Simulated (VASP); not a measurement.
The system is BeBi2Se6.

```xyz
9
Lattice="6.4550 0.0000 0.0000 -3.2275 5.5902 0.0000 0.0000 0.0000 5.4222" Properties=species:S:1:pos:R:3 pbc="T T T"
Be    0.0000    0.0000    2.7111
Bi    0.0000    3.7268    4.0667
Bi    3.2275    1.8634    1.3556
Se    3.2275    3.7268    4.0667
Se    1.6138    0.9317    4.0667
Se    4.8413    0.9317    4.0667
Se    0.0000    1.8634    1.3556
Se    1.6138    4.6585    1.3556
Se   -1.6138    4.6585    1.3556
```

- Program: VASP 6.6.1
- Task: relaxation of cell and atoms
- Functional: PBE
- Potentials or basis: VASP PAW PBE potentials, release 64 (Be, Bi_d, Se)
- Cutoff: 600 eV
- k mesh: 3 × 3 × 4
- Occupations: gaussian, width 0.1 eV
- Spin: no spin polarisation

At the start: pressure 1.6 GPa; volume 21.74 Å³/atom.

Question: Where does the relaxation end?

Answer: Over 30 steps the energy falls by 167.5 meV/atom and the volume is 23.30 Å³/atom (+7.2 %); space group P-3m1 (No. 164, to 0.1 Å) before and after.

The path:
```tsv
step	energy change (eV)	largest force (eV/Å)	pressure (GPa)	volume (Å³)
1	0.0000	0.6357	1.58	195.66
2	-0.1933	0.7458	-0.67	201.76
3	-0.3019	0.8399	-3.05	209.91
4	-0.4103	0.8678	-2.92	209.62
5	-0.6710	0.7441	-2.10	208.63
6	-0.5905	1.0581	2.07	206.01
7	-0.7445	0.4991	-1.08	207.81
8	-0.7513	0.4676	-0.62	207.50
9	-0.7944	0.4241	-0.18	206.24
10	-0.8871	0.3329	1.25	202.48
11	-0.8884	0.4315	4.80	195.04
12	-0.9236	0.3109	2.78	198.95
13	-0.9504	0.2960	2.72	199.27
14	-1.0310	0.2647	2.55	200.19
15	-1.1703	0.3819	2.29	201.99
16	-1.1645	0.9579	2.31	205.33
17	-1.2130	0.6810	2.21	203.79
18	-1.3056	0.5639	0.96	207.49
19	-1.3704	0.3409	-2.17	218.68
20	-1.3813	0.3397	-1.42	215.62
21	-1.4298	0.2855	-0.97	214.04
22	-1.4704	0.2432	0.09	210.87
23	-1.4857	0.1688	-0.05	210.68
24	-1.5005	0.0737	-0.30	210.26
25	-1.5035	0.0519	0.10	208.84
26	-1.5035	0.0481	0.18	208.56
27	-1.5050	0.0582	0.08	208.83
28	-1.5053	0.0744	0.01	209.03
29	-1.5062	0.0616	0.04	209.21
30	-1.5076	0.0307	0.08	209.73
```

Final structure:
```
Be Bi Se
1.0
     7.28701    0.00000    0.00000
    -3.64350    6.31073    0.00000
     0.00000    0.00000    4.56081
Be Bi Se
1 2 6
Direct
  0.00000 0.00000 0.50000
  0.33333 0.66667 0.66292
  0.66667 0.33333 0.33708
  0.83423 0.66845 0.76140
  0.33155 0.16577 0.76140
  0.83422 0.16577 0.76140
  0.16577 0.33155 0.23860
  0.66845 0.83423 0.23860
  0.16578 0.83423 0.23860
```

Caveat: the k points lie up to 0.34 Å⁻¹ apart in the final cell, too coarse for converged energies and pressures of a metal; a cell axis changed by over 15 % at a fixed basis, so the end point is rough.
